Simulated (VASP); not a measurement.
Here is a VASP 6.6.1 calculation.

INCAR

```
PREC = Accurate
ENCUT = 600
EDIFF = 1E-6
ISMEAR = 0
SIGMA = 0.1
LREAL = F
LASPH = T
NELM = 120
ALGO = Normal
ISIF = 2
LWAVE = F
LCHARG = F
NBANDS = 12
GGA_COMPAT = F
```

KPOINTS

```
Automatic mesh
0
Gamma
  11 11 11
```

File POSCAR:

```
Cu
1.0
    2.3152991820      0.0000000000      0.0000000000
    0.0000000000      2.3152991820      0.0000000000
    0.0000000000      0.0000000000      2.3152991820
Cu
1
Direct
    0.0000000000      0.0000000000      0.0000000000
```

Potentials or basis: VASP PAW LDA potentials, release 64 (Cu).

Command:

```bash
$ cat potpaw_LDA.64/Cu/POTCAR > POTCAR
$ mpirun -np 1 vasp_std > vasp.out
```

Question: Predict the pressure.

Answer: 3.1 GPa.
